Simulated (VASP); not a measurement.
# GaP (F-43m) in VASP: a series of runs

The runs below take GaP through single point, with LDA, r2SCAN.

Everything below comes from runs of VASP 6.6.1. Logs are shortened: lines on timing, memory, paths and dates and some standing lists are left out, and cuts for length are marked.

## Step 1: The cell of the first run

The structure is cubic, space group F-43m (No. 216). Conventional cell: a = 5.451 Å, b = 5.451 Å, c = 5.451 Å, α = 90.00°, β = 90.00°, γ = 90.00°. Within 3.1 Å of Ga (site symmetry -43m) lie 4 P at 2.36 Å. P (site symmetry -43m) has 4 Ga at 2.36 Å within 3.1 Å.

## Step 2: Single point, LDA

File INCAR:

```
SYSTEM = GaP
  PREC = Accurate
  ENCUT = 500
  EDIFF = 1E-6
  ISMEAR = 0
  SIGMA = 0.01
  LREAL = .FALSE.
  LASPH = .TRUE.
  NELM = 120
  ALGO = Normal
  ISIF = 2
  LWAVE = .FALSE.
  LCHARG = .FALSE.
  NBANDS = 16
  GGA_COMPAT = .FALSE.
```

File KPOINTS:

```
Automatic mesh
0
G
  4 4 4
  0 0 0
```

File POSCAR:

```
GaP
1.0
    0.0000000000      2.7253992957      2.7253992957
    2.7253992957      0.0000000000      2.7253992957
    2.7253992957      2.7253992957      0.0000000000
Ga P
1 1
Direct
    0.0000000000      0.0000000000      0.0000000000
    0.2500000000      0.2500000000      0.2500000000
```

Potentials or basis: VASP PAW LDA potentials, release 64 (Ga_d, P).

Launch:

```console
> cat potpaw_LDA.64/Ga_d/POTCAR potpaw_LDA.64/P/POTCAR > POTCAR
> mpirun -np 1 vasp_std > vasp.out
```

OUTCAR:

```text
SYSTEM = GaP
   PREC = Accurate
   ENCUT = 500
   EDIFF = 1E-6
   ISMEAR = 0
   LREAL = .FALSE.
   LASPH = .TRUE.
   NELM = 120
   ISIF = 2

 ion  position               nearest neighbor table
   1  0.000  0.000  0.000-   2 2.36   2 2.36   2 2.36   2 2.36
   2  0.250  0.250  0.250-   1 2.36   1 2.36   1 2.36   1 2.36

  LATTYP: Found a face centered cubic cell.
 ALAT       =     5.4507985914

  Lattice vectors:

 A1 = (   0.0000000000,   2.7253992957,   2.7253992957)
 A2 = (   2.7253992957,   0.0000000000,   2.7253992957)
 A3 = (   2.7253992957,   2.7253992957,   0.0000000000)

Analysis of symmetry for initial positions (statically):
=====================================================================
 Subroutine PRICEL returns:
 Original cell was already a primitive cell.

 Routine SETGRP: Setting up the symmetry group for a
 face centered cubic supercell.

 Subroutine GETGRP returns: Found 24 space group operations
 (whereof 24 operations were pure point group operations)
 out of a pool of 48 trial point group operations.

The static configuration has the point symmetry T_d .

Analysis of symmetry for dynamics (positions and initial velocities):
=====================================================================
 Subroutine PRICEL returns:
 Original cell was already a primitive cell.

 Routine SETGRP: Setting up the symmetry group for a
 face centered cubic supercell.

 Subroutine GETGRP returns: Found 24 space group operations
 (whereof 24 operations were pure point group operations)
 out of a pool of 48 trial point group operations.

The dynamic configuration has the point symmetry T_d .

 Subroutine INISYM returns: Found 24 space group operations
 (whereof 24 operations are pure point group operations),
 and found     1 'primitive' translations

----------------------------------------------------------------------------------------

                                     Primitive cell

  volume of cell :      40.4874

  direct lattice vectors                    reciprocal lattice vectors
     0.000000000  2.725399296  2.725399296    -0.183459356  0.183459356  0.183459356
     2.725399296  0.000000000  2.725399296     0.183459356 -0.183459356  0.183459356
     2.725399296  2.725399296  0.000000000     0.183459356  0.183459356 -0.183459356

  length of vectors
     3.854296647  3.854296647  3.854296647     0.317760926  0.317760926  0.317760926

  position of ions in fractional coordinates (direct lattice)
     0.000000000  0.000000000  0.000000000
     0.250000000  0.250000000  0.250000000

  ion indices of the primitive-cell ions
   primitive index   ion index
                 1           1
                 2           2

----------------------------------------------------------------------------------------

 KPOINTS: Automatic mesh

Automatic generation of k-mesh.
 Grid dimensions read from file:
 generate k-points for:    4    4    4

 Generating k-lattice:

  Cartesian coordinates                     Fractional coordinates (reciprocal lattice)
    -0.045864839  0.045864839  0.045864839     0.250000000  0.000000000  0.000000000
     0.045864839 -0.045864839  0.045864839     0.000000000  0.250000000  0.000000000
     0.045864839  0.045864839 -0.045864839     0.000000000  0.000000000  0.250000000

  Length of vectors
     0.079440231  0.079440231  0.079440231

  Shift w.r.t. Gamma in fractional coordinates (k-lattice)
     0.000000000  0.000000000  0.000000000

 Subroutine IBZKPT returns following result:
 ===========================================

 Found      8 irreducible k-points:

 Following reciprocal coordinates:
            Coordinates               Weight
  0.000000  0.000000  0.000000      1.000000
  0.250000  0.000000  0.000000      8.000000
  0.500000  0.000000  0.000000      4.000000
  0.250000  0.250000  0.000000      6.000000
  0.500000  0.250000  0.000000     24.000000
 -0.250000  0.250000  0.000000     12.000000
  0.500000  0.500000  0.000000      3.000000
 -0.250000  0.500000  0.250000      6.000000
   k-points           NKPTS =      8   k-points in BZ     NKDIM =      8   number of bands    NBANDS=     16
   number of dos      NEDOS =    301   number of ions     NIONS =      2
   total plane-waves  NPLWV =  21952
   dimension x,y,z NGX =    28 NGY =   28 NGZ =   28
   dimension x,y,z NGXF=    56 NGYF=   56 NGZF=   56
   ions per type =               1   1
   NGX,Y,Z   is equivalent  to a cutoff of  12.08, 12.08, 12.08 a.u.
   NGXF,Y,Z  is equivalent  to a cutoff of  24.15, 24.15, 24.15 a.u.
 SYSTEM =  GaP
   PREC   = accura    normal or accurate (medium, high low for compatibility)
   ISTART =      0    job   : 0-new  1-cont  2-samecut
   ICHARG =      2    charge: 1-file 2-atom 10-const
   ISPIN  =      1    spin polarized calculation?
   LNONCOLLINEAR =      F non collinear calculations
   LSORBIT =      F    spin-orbit coupling
   LASPH  =      T    aspherical Exc in radial PAW
   ENCUT  =  500.0 eV  36.75 Ry    6.06 a.u.   7.03  7.03  7.03*2*pi/ulx,y,z
   NELM   =    120;   NELMIN=  2; NELMDL= -5     # of ELM steps
   EDIFF  = 0.1E-05   stopping-criterion for ELM
   LREAL  =      F    real-space projection
   EDIFFG = 0.1E-04   stopping-criterion for IOM
   NSW    =      0    number of steps for IOM
   IBRION =     -1    ionic relax: 0-MD 1-quasi-New 2-CG
   NFREE  =      0    steps in history (QN), initial steepest desc. (CG)
   ISIF   =      2    stress and relaxation
   ISYM   =      2    0-nonsym 1-usesym 2-fastsym
   POTIM  = 0.5000    time-step for ionic-motion
   TEBEG  =    0.0;   TEEND  =   0.0 temperature during run
   PSTRESS=    0.0 pullay stress
   NELECT =      18.0000    total number of electrons
   NUPDOWN=      -1.0000    fix difference up-down
   EMIN   =  10.00;   EMAX   =-10.00  energy-range for DOS
   EFERMI =   0.00;   METHOD = LEGACY
   ISMEAR =     0;   SIGMA  =   0.01  broadening in eV -4-tet -1-fermi 0-gaus
   EFERMI_NEDOS =   21; number of points for ismear=-14 and -15
   IALGO  =     38    algorithm
   IMIX   =      4    mixing-type and parameters
     AMIX     =   0.40;   BMIX     =  1.00
     AMIX_MAG =   1.60;   BMIX_MAG =  1.00
  volume/ion in A,a.u.               =      20.24       136.61
  Fermi-wavevector in a.u.,A,eV,Ry     =   1.249469  2.361154 21.241049  1.561173
  Thomas-Fermi vector in A             =   2.383508
   LORBIT       =      0    0 simple, 1 ext, 2 COOP (PROOUT), +10 PAW based schemes
   GGA     = CA    functional components
   LHFCALC =     F    Hartree Fock is set to
   AEXX    =    0.0000 exact exchange contribution
   IVDW    =     0    specifies the selected vdW correction
   LEPSILON=     F    determine dielectric tensor
   LRPA    =     F    only Hartree local field effects (RPA)
 non-spin polarized calculation
 Gauss-broadening in eV      SIGMA  =   0.01
  energy-cutoff  :      500.00
  volume of cell :       40.49
 maximum number of plane-waves:      1056
   NGX = 13   NGY = 13   NGZ = 13

 number of electron      18.0000016 magnetization

 Free energy of the ion-electron system (eV)
  ---------------------------------------------------
  ext. energy  EPLUGINS =         0.00000000
  ---------------------------------------------------
  free energy    TOTEN  =       -10.28891224 eV

  energy without entropy =      -10.28891224  energy(sigma->0) =      -10.28891224

 E-fermi :   4.6038     XC(G=0): -10.1509

 val. band max:        4.5522861489   @ k =   0.0000   0.0000   0.0000
 cond. band min:       6.0091678919   @ k =   0.5000   0.5000   0.0000
 fundamental gap:      1.4568817429
 Fermi energy:         4.6038277045

 k-point     1 :       0.0000    0.0000    0.0000
  band No.  band energies     occupation
      1     -10.2036      2.00000
      2     -10.2036      2.00000
      3     -10.2036      2.00000
      4     -10.1072      2.00000
      5     -10.1072      2.00000
      6      -7.9678      2.00000
[... 8 lines left out ...]
     15      14.3232      0.00000
     16      14.3232      0.00000

 k-point     2 :       0.2500    0.0000    0.0000
  band No.  band energies     occupation
      1     -10.2425      2.00000
      2     -10.1893      2.00000
      3     -10.1893      2.00000
      4     -10.1060      2.00000
      5     -10.1060      2.00000
      6      -7.1898      2.00000
[... 8 lines left out ...]
     15      13.4528      0.00000
     16      14.1760      0.00000

 k-point     3 :       0.5000    0.0000    0.0000
  band No.  band energies     occupation
      1     -10.2772      2.00000
      2     -10.1796      2.00000
      3     -10.1796      2.00000
      4     -10.0998      2.00000
      5     -10.0998      2.00000
      6      -5.8770      2.00000
[... 8 lines left out ...]
     15      16.1938      0.00000
     16      16.1938      0.00000

 k-point     4 :       0.2500    0.2500    0.0000
  band No.  band energies     occupation
      1     -10.2651      2.00000
      2     -10.1725      2.00000
      3     -10.1725      2.00000
      4     -10.1231      2.00000
      5     -10.0965      2.00000
      6      -6.9266      2.00000
[... 8 lines left out ...]
     15      15.2809      0.00000
     16      16.9518      0.00000

 k-point     5 :       0.5000    0.2500    0.0000
  band No.  band energies     occupation
      1     -10.2882      2.00000
      2     -10.1659      2.00000
      3     -10.1580      2.00000
      4     -10.1217      2.00000
      5     -10.0947      2.00000
      6      -5.5512      2.00000
[... 8 lines left out ...]
     15      16.2859      0.00000
     16      17.6048      0.00000

 k-point     6 :      -0.2500    0.2500    0.0000
  band No.  band energies     occupation
      1     -10.2718      2.00000
      2     -10.1758      2.00000
      3     -10.1707      2.00000
      4     -10.1086      2.00000
      5     -10.1054      2.00000
      6      -6.0725      2.00000
[... 8 lines left out ...]
     15      15.4258      0.00000
     16      17.7200      0.00000

 k-point     7 :       0.5000    0.5000    0.0000
  band No.  band energies     occupation
      1     -10.3126      2.00000
      2     -10.1425      2.00000
      3     -10.1398      2.00000
      4     -10.1398      2.00000
      5     -10.0857      2.00000
      6      -4.9509      2.00000
[... 8 lines left out ...]
     15      16.9709      0.00000
     16      17.4574      0.00000

 k-point     8 :      -0.2500    0.5000    0.2500
  band No.  band energies     occupation
      1     -10.2926      2.00000
      2     -10.1668      2.00000
      3     -10.1451      2.00000
      4     -10.1223      2.00000
      5     -10.0985      2.00000
      6      -4.8548      2.00000
[... 8 lines left out ...]
     15      16.3822      0.00000
     16      18.2128      0.00000

------------------------ aborting loop because EDIFF is reached ----------------------------------------

  FORCE on cell =-STRESS in cart. coord.  units (eV):
  Direction    XX          YY          ZZ          XY          YZ          ZX
  --------------------------------------------------------------------------------------
  -------------------------------------------------------------------------------------
  Total       -0.5812040     -0.5812040     -0.5812040      0.0000000      0.0000000      0.0000000
  in kB      -22.9995208    -22.9995208    -22.9995208      0.0000000      0.0000000      0.0000000
  external PRESSURE =     -22.9995208 kB  Pullay stress =       0.0000000 kB

 VOLUME and BASIS-vectors are now :
 -----------------------------------------------------------------------------
  energy-cutoff  :      500.00
  volume of cell :       40.49
      direct lattice vectors                 reciprocal lattice vectors
     0.000000000  2.725399296  2.725399296    -0.183459356  0.183459356  0.183459356
     2.725399296  0.000000000  2.725399296     0.183459356 -0.183459356  0.183459356
     2.725399296  2.725399296  0.000000000     0.183459356  0.183459356 -0.183459356

 POSITION                                       TOTAL-FORCE (eV/Angst)
 -----------------------------------------------------------------------------------
      0.00000      0.00000      0.00000         0.000000      0.000000      0.000000
      1.36270      1.36270      1.36270        -0.000000     -0.000000     -0.000000
 -----------------------------------------------------------------------------------
    total drift:                                0.000001      0.000001      0.000001

  FREE ENERGIE OF THE ION-ELECTRON SYSTEM (eV)
  ---------------------------------------------------
  free  energy   TOTEN  =       -10.2889122368 eV

  energy  without entropy=      -10.2889122368  energy(sigma->0) =      -10.28891224
```

Run time: 4.7 s. Hardware: 1 thread of Intel Xeon Platinum 8375C at 2.90GHz (Ice Lake), shared host; peak memory 0.13 GiB.

Results:

```yaml
Free_energy: -10.2889 eV
Pressure: -2.3 GPa
Band_gap_on_the_k_mesh: 1.46 eV (least direct gap 1.62 eV)
```

Caveat: the k points lie up to 0.50 Å⁻¹ apart. A k mesh can miss the band edges.

## Step 3: Single point, LDA

File INCAR:

```
PREC = Accurate
ENCUT = 500
EDIFF = 1E-6
ISMEAR = 0
SIGMA = 0.01
LREAL = False
LASPH = True
NELM = 120
ALGO = Normal
ISIF = 2
LWAVE = False
LCHARG = False
NBANDS = 16
GGA_COMPAT = False
```

File KPOINTS:

```
Automatic mesh
0
Gamma
  4 4 4
```

POSCAR is that of step 2.

Potentials or basis: VASP PAW LDA potentials, release 64 (Ga_d, P).

Launch:

```console
> cat potpaw_LDA.64/Ga_d/POTCAR potpaw_LDA.64/P/POTCAR > POTCAR
> mpirun -np 1 vasp_std > vasp.out
```

Run time: 4.7 s. Hardware: 1 thread of Intel Xeon Platinum 8375C at 2.90GHz (Ice Lake), shared host; peak memory 0.13 GiB.

Results (log left out):

* Free energy: -10.2889 eV
* Pressure: -2.3 GPa
* Band gap on the k mesh: 1.46 eV (least direct gap 1.62 eV)

Levels at points of the mesh, in eV from the valence-band top:
```csv
k point,band 6,band 7,band 8,band 9,band 10,band 11,band 12,band 13
"(0.00, 0.00, 0.00)",-12.52,0.00,0.00,0.00,1.62,3.76,3.76,3.76
"(0.50, 0.00, 0.00)",-10.43,-6.73,-1.14,-1.14,1.49,4.60,4.60,8.01
"(0.50, 0.50, 0.00)",-9.50,-6.87,-2.72,-2.72,1.46,1.65,10.43,10.43
```

Caveat: the k points lie up to 0.50 Å⁻¹ apart.

## Step 4: Single point, r2SCAN

POSCAR is that of step 3.

File INCAR.step1:

```
PREC = Accurate ; ENCUT = 550
ISMEAR = 1 ; SIGMA = 0.2
LREAL = False ; LASPH = True
NELM = 120 ; NBANDS = 16
GGA = PE ; ALGO = Normal
EDIFF = 1E-5 ; LWAVE = True
LCHARG = False ; GGA_COMPAT = False
```

File INCAR.step2:

```
PREC = Accurate ; ENCUT = 550
EDIFF = 1E-6 ; ISMEAR = 1
SIGMA = 0.2 ; LREAL = False
LASPH = True ; NELM = 120
ALGO = Normal ; ISIF = 2
LWAVE = False ; LCHARG = True
METAGGA = R2SCAN ; LMIXTAU = True
LELF = True ; LVHAR = True
NBANDS = 16 ; ISTART = 1
GGA_COMPAT = False
```

File KPOINTS:

```
regular mesh
0
Gamma
  6 6 6
```

Potentials or basis: VASP PAW PBE potentials, release 64 (Ga_d, P).

Launch:

```console
> cat potpaw_PBE.64/Ga_d/POTCAR potpaw_PBE.64/P/POTCAR > POTCAR
> cp INCAR.step1 INCAR
> mpirun -np 1 vasp_std > vasp.out
> cp INCAR.step2 INCAR
> mpirun -np 1 vasp_std > vasp.out
```

Wall time 46 s (1 thread of Intel Xeon Platinum 8375C at 2.90GHz (Ice Lake), shared host); peak memory 0.17 GiB.

It converged, with:

```
Free energy            : -21.4508 eV
Pressure               : 0.0 GPa
Band gap on the k mesh : 1.91 eV (least direct gap 2.34 eV)
```

Levels at points of the mesh, in eV from the valence-band top:
```
           k point  band 5  band 6  band 7  band 8  band 9  band 10  band 11  band 12  band 13  band 14
(0.00, 0.00, 0.00)  -14.88  -13.02    0.00    0.00    0.00     2.34     4.19     4.19     4.19     9.46
(0.50, 0.00, 0.00)  -14.87  -10.86   -6.85   -1.17   -1.17     2.04     5.05     5.05     8.83    11.64
(0.50, 0.50, 0.00)  -14.86   -9.92   -6.96   -2.80   -2.80     1.91     2.10    11.35    11.35    12.01
```

Caveat: the PAW data sets were made with another functional, which shifts forces and pressure a little.
